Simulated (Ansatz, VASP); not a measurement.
Ca in VASP and in Ansatz

Contents of INCAR:

```
PREC     = Accurate       # precision mode
ENCUT    = 520            # plane-wave cutoff, eV
EDIFF    = 1E-6           # SCF threshold, eV
ISMEAR   = -1             # smearing method
SIGMA    = 0.1            # smearing width, eV
LREAL    = False          # projectors in reciprocal space
LASPH    = True           # aspherical terms in the spheres
NELM     = 80             # most SCF steps
ALGO     = Normal         # electronic algorithm
ISIF     = 2              # what is computed and relaxed
LWAVE    = False          # write WAVECAR
LCHARG   = True           # write CHGCAR
GGA      = RE             # functional
LELF     = True           # ELF
LVHAR    = True         
NBANDS   = 11             # bands
```

Contents of KPOINTS:

```
Automatic mesh
0
Gamma
  10 10 10
```

POSCAR

```
Ca
1.0
    3.7292032881      0.0000000000      0.0000000000
    0.0000000000      3.7292032881      0.0000000000
    0.0000000000      0.0000000000      3.7292032881
Ca
1
Direct
    0.0000000000      0.0000000000      0.0000000000
```

Input for Ansatz:

```yaml
crystal:
  lattice:
    - [3.7292032881, 0.0, 0.0]
    - [0.0, 3.7292032881, 0.0]
    - [0.0, 0.0, 3.7292032881]
  atoms:
    - { symbol: Ca, position: [0.0, 0.0, 0.0] }
hamiltonian:
  xc: revpbe
  pseudopotentials:
    kind: paw
    azcp:
      Ca: "pseudopotentials/Ca.paw.azcp"
basis:
  ecutwfc: 420
  fft_grid_basis: typed
kpoints:
  mp_grid: { grid: [10, 10, 10], shift: [0, 0, 0] }
magnetization:
  spin_polarized: false
scf:
  occupations: { method: fermi_dirac, width: 0.1 }
  lower_state_search: "off"
output:
  stress: true
```

Alike in both runs: task single point; functional revPBE; k mesh 10 × 10 × 10; occupations fermi-dirac, width 0.1 eV; no spin polarisation.

|  | VASP | Ansatz |
| --- | --- | --- |
| version | VASP 6.6.1 | Ansatz 0.2.0 |
| potentials or method | VASP PAW PBE potentials, release 64 (Ca_sv), cutoff 520 eV | plane waves (420 eV) with PAW, scalar-relativistic |
| valence electrons in the cell | 10 | 10 |

|  | VASP | Ansatz | Ansatz less VASP |
| --- | --- | --- | --- |
| pressure (GPa) | -1.0 | -1.0 | 0.00 |

VASP's potentials were made for PBE, not for revPBE.
